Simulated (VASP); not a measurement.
# Li2Pd in VASP: notebook, part 2 of 2

VASP 6.6.1.

### Step 3. Single point, PBE

The input, INCAR:

```
  PREC = Accurate
  ENCUT = 520
  EDIFF = 1E-6
  ISMEAR = 0
  SIGMA = 0.1
  LREAL = F
  LASPH = T
  NELM = 60
  ALGO = Normal
  ISIF = 2
  LWAVE = F
  LCHARG = F
  LDIPOL = T
  IDIPOL = 3
  DIPOL = 0.5 0.5 0.514
  GGA = PE
  NBANDS = 15
```

The input, KPOINTS:

```
Automatic mesh
0
Gamma
  6 6 1
```

The input, POSCAR:

```
Li2Pd
1.0
    4.2267000000      0.0000000000      0.0000000000
   -2.1133500000      3.6604300000      0.0000000000
    0.0000000000      0.0000000000     16.0000000000
Li Pd
2 1
Direct
    0.3333333300      0.6666666700      0.5426859400
    0.6666666700      0.3333333300      0.5426859400
    0.0000000000      0.0000000000      0.4573140600
```

Potentials or basis: VASP PAW PBE potentials, release 64 (Li_sv, Pd).

Command:

```sh
> cat potpaw_PBE.64/Li_sv/POTCAR potpaw_PBE.64/Pd/POTCAR > POTCAR
> mpirun -np 1 vasp_std > vasp.out
```

OUTCAR:

```text
PREC = Accurate
   ENCUT = 520
   EDIFF = 1E-6
   ISMEAR = 0
   LREAL = F
   LASPH = T
   NELM = 60
   ISIF = 2
   GGA = PE

 ion  position               nearest neighbor table
   1  0.333  0.667  0.543-   2 2.44   2 2.44   2 2.44   3 2.80   3 2.80   3 2.80
   2  0.667  0.333  0.543-   1 2.44   1 2.44   1 2.44   3 2.80   3 2.80   3 2.80
   3  0.000  0.000  0.457-   1 2.80   2 2.80   2 2.80   1 2.80   2 2.80   1 2.80

  LATTYP: Found a hexagonal cell.
 ALAT       =     4.2267000000
 C/A-ratio  =     3.7854591052

  Lattice vectors:

 A1 = (   4.2267000000,   0.0000000000,   0.0000000000)
 A2 = (  -2.1133500000,   3.6604300000,   0.0000000000)
 A3 = (   0.0000000000,   0.0000000000,  16.0000000000)

Analysis of symmetry for initial positions (statically):
=====================================================================
 Subroutine PRICEL returns:
 Original cell was already a primitive cell.

 Routine SETGRP: Setting up the symmetry group for a
 hexagonal supercell.

 Subroutine GETGRP returns: Found 12 space group operations
 (whereof 12 operations were pure point group operations)
 out of a pool of 24 trial point group operations.

[... 267 lines left out ...]
      2     -48.5449      2.00000
      3      -3.5305      2.00000
      4      -3.5305      2.00000
      5      -3.2235      2.00000
      6      -3.2235      2.00000
      7      -3.2213      2.00000
      8      -2.4005      1.99978
      9      -0.4864      0.00000
     10      -0.4864      0.00000
     11       1.4297      0.00000
     12       1.4537      0.00000
     13       1.4537      0.00000
     14       3.6672      0.00000
     15       4.3045      0.00000

------------------------ aborting loop because EDIFF is reached ----------------------------------------

 vacuum level on the upper side and lower side of the slab       (xc-potential included)        -0.727         0.714

  FORCE on cell =-STRESS in cart. coord.  units (eV):
  Direction    XX          YY          ZZ          XY          YZ          ZX
  --------------------------------------------------------------------------------------
  -------------------------------------------------------------------------------------
  Total       -0.7921978     -0.7921980     -2.1321950      0.0000000      0.0000000      0.0000000
  in kB       -5.1273232     -5.1273244    -13.8001560      0.0000000      0.0000000      0.0000000
  external PRESSURE =      -8.0182679 kB  Pullay stress =       0.0000000 kB

 VOLUME and BASIS-vectors are now :
 -----------------------------------------------------------------------------
  energy-cutoff  :      520.00
  volume of cell :      247.54
      direct lattice vectors                 reciprocal lattice vectors
     4.226700000  0.000000000  0.000000000     0.236591194  0.136595974  0.000000000
    -2.113350000  3.660430000  0.000000000     0.000000000  0.273191947  0.000000000
     0.000000000  0.000000000 16.000000000     0.000000000  0.000000000  0.062500000

 POSITION                                       TOTAL-FORCE (eV/Angst)
 -----------------------------------------------------------------------------------
     -0.00000      2.44029      8.68298        -0.000000      0.000000     -0.767465
      2.11335      1.22014      8.68298         0.000000     -0.000000     -0.767465
      0.00000      0.00000      7.31702         0.000000     -0.000000      1.534930
 -----------------------------------------------------------------------------------
    total drift:                                0.000000      0.000000      0.001130

  FREE ENERGIE OF THE ION-ELECTRON SYSTEM (eV)
  ---------------------------------------------------
  free  energy   TOTEN  =        -7.7790087766 eV

  energy  without entropy=       -7.7788794355  energy(sigma->0) =       -7.77894411

 vacuum level on the upper side and lower side of the slab         0.558         2.039
```

OSZICAR:

```text
N       E                     dE             d eps       ncg     rms          rms(c)
DAV:   1     0.883272098033E+02    0.88327E+02   -0.63305E+03   210   0.830E+02
DAV:   2     0.350853681438E+01   -0.84819E+02   -0.69163E+02   273   0.180E+02
DAV:   3    -0.803417450291E+01   -0.11543E+02   -0.11248E+02   413   0.518E+01
[... 14 lines left out ...]
DAV:  18    -0.777896070261E+01   -0.22099E-04   -0.32493E-06   238   0.914E-03    0.252E-03
DAV:  19    -0.777899262074E+01   -0.31918E-04   -0.47271E-06   231   0.761E-03    0.112E-03
DAV:  20    -0.777900277260E+01   -0.10152E-04   -0.12051E-06   207   0.363E-03    0.603E-04
DAV:  21    -0.777900809257E+01   -0.53200E-05   -0.44664E-07   190   0.257E-03    0.367E-04
DAV:  22    -0.777900877659E+01   -0.68402E-06   -0.13649E-07   175   0.136E-03
   1 F= -.77790088E+01 E0= -.77789441E+01  d E =-.129341E-03
```

stdout:

```text
POSCAR found type information on POSCAR LiPd
 POSCAR found :  2 types and       3 ions
 scaLAPACK will be used
 LDA part: xc-table for (Slater+PW92), standard interpolation
 POSCAR, INCAR and KPOINTS ok, starting setup
 FFT: planning ... GRIDC
 FFT: planning ... GRID_SOFT
 FFT: planning ... GRID
 WAVECAR not read
 entering main loop
```

Wall time 91 s (1 thread of AMD EPYC 7R13, shared host); peak memory 0.3 GiB.

What came out:

| Property | Result |
| --- | --- |
| Free energy | -7.7790 eV |
| Largest force | 1.535 eV/Å |
| Band gap on the k mesh | 0.39 eV (least direct gap 0.99 eV) |

Forces on the atoms (eV/Å):
```
Li   0.000  0.000 -0.767
Li   0.000  0.000 -0.767
Pd   0.000  0.000  1.535
```

Caveat: the cutoff is under 1.25 times the usual one of these potentials, so pressure, stress and relaxed cells hold a basis-set (Pulay) error.

### Step 4. Single point, PBE

This run uses another cell than the first one.

The input, INCAR:

```
SYSTEM = Li2Pd
PREC = Accurate
ENCUT = 520
EDIFF = 1E-7
ISMEAR = 0
SIGMA = 0.1
LREAL = .False.
LASPH = .True.
NELM = 60
ALGO = Normal
ISIF = 2
LWAVE = .False.
LCHARG = .True.
LDIPOL = .True.
IDIPOL = 3
DIPOL = 0.5 0.5 0.310
GGA = PE
LELF = .True.
LVHAR = .True.
LVACPOTAV = .True.
NBANDS = 15
```

The input, KPOINTS:

```
Automatic mesh
0
Gamma
  6 6 1
  0 0 0
```

The input, POSCAR:

```
Li2Pd
1.0
    4.3153080558      0.0000000000      0.0000000000
   -2.1576540279      3.7371664015      0.0000000000
    0.0000000000      0.0000000000     26.5319001600
Li Pd
2 1
Direct
    0.3333333333      0.6666666667      0.3195533149
    0.6666666667      0.3333333333      0.3195533149
    0.0000000000      0.0000000000      0.2912064986
```

Command:

```sh
> cat potpaw_PBE.64/Li_sv/POTCAR potpaw_PBE.64/Pd/POTCAR > POTCAR
> mpirun -np 1 vasp_std > vasp.out
```

It took 3.1 min on 1 thread of AMD EPYC 7R13, shared host; peak memory 0.46 GiB.

It converged, with:

| Property | Result |
| --- | --- |
| Free energy | -8.2229 eV |
| Largest force | 0.008 eV/Å |
| Band gap on the k mesh | 1.02 eV |
| Ionisation potential of the upper face | 4.12 eV |

Forces on the atoms (eV/Å):
```
Li   0.000  0.000 -0.004
Li   0.000  0.000 -0.004
Pd   0.000  0.000  0.008
```

Levels at points of the mesh, in eV from the valence-band top:
```
           k point  band 4  band 5  band 6  band 7  band 8  band 9  band 10  band 11  band 12  band 13
(0.00, 0.00, 0.00)   -1.41   -1.41   -0.73   -0.69   -0.69    1.26     3.90     4.44     4.80     5.45
(0.50, 0.00, 0.00)   -1.02   -0.83   -0.82   -0.62    0.00    1.02     3.40     3.80     4.09     6.39
```

Caveat: the cutoff is under 1.25 times the usual one of these potentials, so pressure, stress and relaxed cells hold a basis-set (Pulay) error.
